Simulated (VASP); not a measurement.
A run of VASP 6.6.1 is set up as follows.

Contents of INCAR:

```
PREC     = Accurate       # precision mode
ENCUT    = 520            # plane-wave cutoff, eV
EDIFF    = 1E-6           # SCF threshold, eV
ISMEAR   = 0              # smearing method
SIGMA    = 0.01           # smearing width, eV
LREAL    = F              # projectors in reciprocal space
LASPH    = T              # aspherical terms in the spheres
NELM     = 80             # most SCF steps
ALGO     = Normal         # electronic algorithm
ISIF     = 2              # what is computed and relaxed
LWAVE    = F              # write WAVECAR
LCHARG   = F              # write CHGCAR
NBANDS   = 15             # bands
```

KPOINTS

```
Automatic mesh
0
Gamma
  6 6 6
```

Contents of POSCAR:

```
RbBr
1.0
    4.1279266072      0.0000000000      0.0000000000
    0.0000000000      4.1279266072      0.0000000000
    0.0000000000      0.0000000000      4.1279266072
Rb Br
1 1
Direct
    0.0000000000      0.0000000000      0.0000000000
    0.5000000000      0.5000000000      0.5000000000
```

Potentials or basis: VASP PAW LDA potentials, release 64 (Rb_sv, Br).

Launch:

```console
$ cat potpaw_LDA.64/Rb_sv/POTCAR potpaw_LDA.64/Br/POTCAR > POTCAR
$ mpirun -np 1 vasp_std > vasp.out
```

(1) Predict the band gap on the k mesh.

(2) Estimate the pressure.

Answers

(1) 3.68 eV, indirect (least direct gap 3.84 eV).

(2) -2.0 GPa.
